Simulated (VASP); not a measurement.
## BeCdS4: single point with PBE

BeCdS4:

```xyz
6
Lattice="5.5876 0.0000 0.0000 0.0000 5.5876 0.0000 0.0000 0.0000 3.8222" Properties=species:S:1:pos:R:3 pbc="T T T"
Be    0.0000    0.0000    1.4324
Cd    2.7938    2.7938    3.3127
S     0.7211    3.5574    1.4074
S     4.8664    2.0302    1.4074
S     2.0302    0.7211    1.4074
S     3.5574    4.8664    1.4074
```

```json
{"Program": "VASP 6.6.1", "Task": "single point", "Functional": "PBE", "Potentials or basis": "VASP PAW PBE potentials, release 64 (Be, Cd, S)", "Cutoff": "520 eV", "k mesh": "3 × 3 × 4", "Occupations": "gaussian, width 0.2 eV", "Spin": "no spin polarisation", "Dipole correction": "no", "Further INCAR settings": "ALGO = Normal; EDIFF = 1e-06; NBANDS = 28"}
```

```
Pressure      : -0.3 GPa
Largest force : 0.057 eV/Å
```

Forces on the atoms (eV/Å):
```
Be   0.000  0.000 -0.057
Cd   0.000  0.000  0.002
S   -0.008 -0.020  0.014
S    0.008  0.020  0.014
S    0.020 -0.008  0.014
S   -0.020  0.008  0.014
```

Stress tensor (GPa, compression positive):
```
-0.83  0.00  0.00
 0.00 -0.83  0.00
 0.00  0.00  0.87
```

Levels at points of the mesh, in eV from the Fermi level:
```tsv
k point	band 17	band 18	band 19	band 20	band 21	band 22
(0.00, 0.00, 0.00)	-0.82	-0.82	-0.10	0.89	2.63	2.63
(0.00, 0.00, 0.50)	-2.86	-2.86	-0.33	-0.09	2.54	2.83
```

It took 13 s on 1 thread of Intel(R) Xeon(R) 6975P-C (Granite Rapids) (shared host), peak memory 0.21 GiB.

Caveat: the k points lie up to 0.41 Å⁻¹ apart.
